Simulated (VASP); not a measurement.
# MgO (Fm-3m) in VASP: single point with LDA

Aim: the single point of MgO with LDA.

Program: VASP 6.6.1. These are calculated values, not measurements. Logs are shortened: lines on timing, memory, paths and dates and some standing lists are left out, and cuts for length are marked.

## (1) The cell of the first run

Symmetry: Fm-3m, No. 225, cubic system. The conventional cell has a = 4.159 Å, b = 4.159 Å, c = 4.159 Å, α = 90.00°, β = 90.00°, γ = 90.00°. Mg (site symmetry m-3m) has 6 O at 2.08 Å within 2.8 Å. Within 2.8 Å of O (site symmetry m-3m) lie 6 Mg at 2.08 Å.

## (2) Single point, LDA

Input file INCAR:

```
PREC = Accurate
ENCUT = 600
EDIFF = 1E-6
ISMEAR = 0
SIGMA = 0.01
LREAL = F
LASPH = T
NELM = 120
ALGO = Normal
ISIF = 2
LWAVE = F
LCHARG = F
NBANDS = 11
GGA_COMPAT = F
```

Input file KPOINTS:

```
Automatic mesh
0
Gamma
  10 10 10
```

Input file POSCAR:

```
MgO
1.0
    0.0000000000      2.0795793314      2.0795793314
    2.0795793314      0.0000000000      2.0795793314
    2.0795793314      2.0795793314      0.0000000000
Mg O
1 1
Direct
    0.0000000000      0.0000000000      0.0000000000
    0.5000000000      0.5000000000      0.5000000000
```

Potentials or basis: VASP PAW LDA potentials, release 64 (Mg, O).

Launch:

```bash
> cat potpaw_LDA.64/Mg/POTCAR potpaw_LDA.64/O/POTCAR > POTCAR
> mpirun -np 1 vasp_std > vasp.out
```

OUTCAR:

```text
PREC = Accurate
   ENCUT = 600
   EDIFF = 1E-6
   ISMEAR = 0
   LREAL = F
   LASPH = T
   NELM = 120
   ISIF = 2

 ion  position               nearest neighbor table
   1  0.000  0.000  0.000-   2 2.08   2 2.08   2 2.08   2 2.08   2 2.08   2 2.08
   2  0.500  0.500  0.500-   1 2.08   1 2.08   1 2.08   1 2.08   1 2.08   1 2.08

  LATTYP: Found a face centered cubic cell.
 ALAT       =     4.1591586628

  Lattice vectors:

 A1 = (   0.0000000000,   2.0795793314,   2.0795793314)
 A2 = (   2.0795793314,   0.0000000000,   2.0795793314)
 A3 = (   2.0795793314,   2.0795793314,   0.0000000000)

Analysis of symmetry for initial positions (statically):
=====================================================================
 Subroutine PRICEL returns:
 Original cell was already a primitive cell.

 Routine SETGRP: Setting up the symmetry group for a
 face centered cubic supercell.

 Subroutine GETGRP returns: Found 48 space group operations
 (whereof 48 operations were pure point group operations)
 out of a pool of 48 trial point group operations.

The static configuration has the point symmetry O_h .

Analysis of symmetry for dynamics (positions and initial velocities):
=====================================================================
 Subroutine PRICEL returns:
 Original cell was already a primitive cell.

 Routine SETGRP: Setting up the symmetry group for a
 face centered cubic supercell.

 Subroutine GETGRP returns: Found 48 space group operations
 (whereof 48 operations were pure point group operations)
 out of a pool of 48 trial point group operations.

The dynamic configuration has the point symmetry O_h .

 Subroutine INISYM returns: Found 48 space group operations
 (whereof 48 operations are pure point group operations),
 and found     1 'primitive' translations

----------------------------------------------------------------------------------------

                                     Primitive cell

  volume of cell :      17.9869

  direct lattice vectors                    reciprocal lattice vectors
     0.000000000  2.079579331  2.079579331    -0.240433242  0.240433242  0.240433242
     2.079579331  0.000000000  2.079579331     0.240433242 -0.240433242  0.240433242
     2.079579331  2.079579331  0.000000000     0.240433242  0.240433242 -0.240433242

  length of vectors
     2.940969294  2.940969294  2.940969294     0.416442590  0.416442590  0.416442590

  position of ions in fractional coordinates (direct lattice)
     0.000000000  0.000000000  0.000000000
[... 79 lines left out ...]
   LREAL  =      F    real-space projection
[... 7 lines left out ...]
   TEBEG  =    0.0;   TEEND  =   0.0 temperature during run
   PSTRESS=    0.0 pullay stress
   NELECT =       8.0000    total number of electrons
   NUPDOWN=      -1.0000    fix difference up-down
   EMIN   =  10.00;   EMAX   =-10.00  energy-range for DOS
   EFERMI =   0.00;   METHOD = LEGACY
   ISMEAR =     0;   SIGMA  =   0.01  broadening in eV -4-tet -1-fermi 0-gaus
   EFERMI_NEDOS =   21; number of points for ismear=-14 and -15
   IALGO  =     38    algorithm
   IMIX   =      4    mixing-type and parameters
     AMIX     =   0.40;   BMIX     =  1.00
     AMIX_MAG =   1.60;   BMIX_MAG =  1.00
  volume/ion in A,a.u.               =       8.99        60.69
  Fermi-wavevector in a.u.,A,eV,Ry     =   1.249643  2.361483 21.246966  1.561608
  Thomas-Fermi vector in A             =   2.383674
   LORBIT       =      0    0 simple, 1 ext, 2 COOP (PROOUT), +10 PAW based schemes
   GGA     = CA    functional components
   LHFCALC =     F    Hartree Fock is set to
   AEXX    =    0.0000 exact exchange contribution
   IVDW    =     0    specifies the selected vdW correction
   LEPSILON=     F    determine dielectric tensor
   LRPA    =     F    only Hartree local field effects (RPA)
 non-spin polarized calculation
 Gauss-broadening in eV      SIGMA  =   0.01
  energy-cutoff  :      600.00
  volume of cell :       17.99
 maximum number of plane-waves:       620
   NGX = 11   NGY = 11   NGZ = 11

 number of electron       8.0000000 magnetization

 Free energy of the ion-electron system (eV)
  ---------------------------------------------------
  ext. energy  EPLUGINS =         0.00000000
  ---------------------------------------------------
  free energy    TOTEN  =       -13.44825305 eV

  energy without entropy =      -13.44825305  energy(sigma->0) =      -13.44825305

 E-fermi :   3.2512     XC(G=0): -11.7759

 val. band max:        3.1719386287   @ k =   0.0000   0.0000   0.0000
 cond. band min:       8.2086426127   @ k =   0.0000   0.0000   0.0000
 fundamental gap:      5.0367039840
 Fermi energy:         3.2512498072

 k-point     1 :       0.0000    0.0000    0.0000
  band No.  band energies     occupation
      1     -14.0325      2.00000
      2       3.1719      2.00000
      3       3.1719      2.00000
      4       3.1719      2.00000
      5       8.2086      0.00000
      6      18.9055      0.00000
      7      18.9055      0.00000
      8      18.9055      0.00000
      9      23.0303      0.00000
     10      24.7213      0.00000
     11      24.7213      0.00000
[... 309 lines left out ...]
 k-point    24 :       0.4000    0.3000    0.0000
  band No.  band energies     occupation
      1     -12.6418      2.00000
      2      -0.5830      2.00000
      3       1.7861      2.00000
      4       2.0205      2.00000
      5      12.8791      0.00000
      6      13.3085      0.00000
      7      16.9001      0.00000
      8      21.5300      0.00000
      9      21.7473      0.00000
     10      28.2095      0.00000
     11      30.6304      0.00000

 [... further k-points ...]

------------------------ aborting loop because EDIFF is reached ----------------------------------------

  FORCE on cell =-STRESS in cart. coord.  units (eV):
  Direction    XX          YY          ZZ          XY          YZ          ZX
  --------------------------------------------------------------------------------------
  -------------------------------------------------------------------------------------
  Total       -0.2194508     -0.2194508     -0.2194508      0.0000000      0.0000000      0.0000000
  in kB      -19.5475010    -19.5475010    -19.5475010      0.0000000      0.0000000      0.0000000
  external PRESSURE =     -19.5475010 kB  Pullay stress =       0.0000000 kB

 VOLUME and BASIS-vectors are now :
 -----------------------------------------------------------------------------
  energy-cutoff  :      600.00
  volume of cell :       17.99
      direct lattice vectors                 reciprocal lattice vectors
     0.000000000  2.079579331  2.079579331    -0.240433242  0.240433242  0.240433242
     2.079579331  0.000000000  2.079579331     0.240433242 -0.240433242  0.240433242
     2.079579331  2.079579331  0.000000000     0.240433242  0.240433242 -0.240433242

 POSITION                                       TOTAL-FORCE (eV/Angst)
 -----------------------------------------------------------------------------------
      0.00000      0.00000      0.00000        -0.000000     -0.000000      0.000000
      2.07958      2.07958      2.07958         0.000000      0.000000      0.000000
 -----------------------------------------------------------------------------------
    total drift:                               -0.000000     -0.000000      0.000000

  FREE ENERGIE OF THE ION-ELECTRON SYSTEM (eV)
  ---------------------------------------------------
  free  energy   TOTEN  =       -13.4482530461 eV

  energy  without entropy=      -13.4482530461  energy(sigma->0) =      -13.44825305
```

OSZICAR:

```text
N       E                     dE             d eps       ncg     rms          rms(c)
DAV:   1     0.149012495777E+02    0.14901E+02   -0.49501E+03  1170   0.722E+02
DAV:   2    -0.144395980268E+02   -0.29341E+02   -0.28630E+02  1168   0.149E+02
DAV:   3    -0.150281433964E+02   -0.58855E+00   -0.58812E+00  1235   0.179E+01
DAV:   4    -0.150294563786E+02   -0.13130E-02   -0.13130E-02  1139   0.954E-01
DAV:   5    -0.150294603906E+02   -0.40120E-05   -0.40119E-05  1220   0.489E-02    0.708E+00
DAV:   6    -0.135097065516E+02    0.15198E+01   -0.85511E+00  1076   0.161E+01    0.219E+00
DAV:   7    -0.134723901473E+02    0.37316E-01   -0.61806E-02  1130   0.220E+00    0.129E+00
DAV:   8    -0.134487897606E+02    0.23600E-01   -0.29617E-02  1097   0.178E+00    0.234E-01
DAV:   9    -0.134484078405E+02    0.38192E-03   -0.47664E-04  1199   0.159E-01    0.138E-01
DAV:  10    -0.134482535818E+02    0.15426E-03   -0.44469E-04  1100   0.171E-01    0.584E-03
DAV:  11    -0.134482530461E+02    0.53569E-06   -0.48089E-06  1169   0.129E-02
   1 F= -.13448253E+02 E0= -.13448253E+02  d E =-.813072E-32
```

It took 3.8 s on 1 thread of Intel Xeon 6975P-C, shared host; peak memory 0.13 GiB.

Results:

* Free energy: -13.4483 eV
* Pressure: -2.0 GPa
* Band gap on the k mesh: 5.04 eV, direct

A hybrid or GW would open this gap; LDA tends to underestimate it.
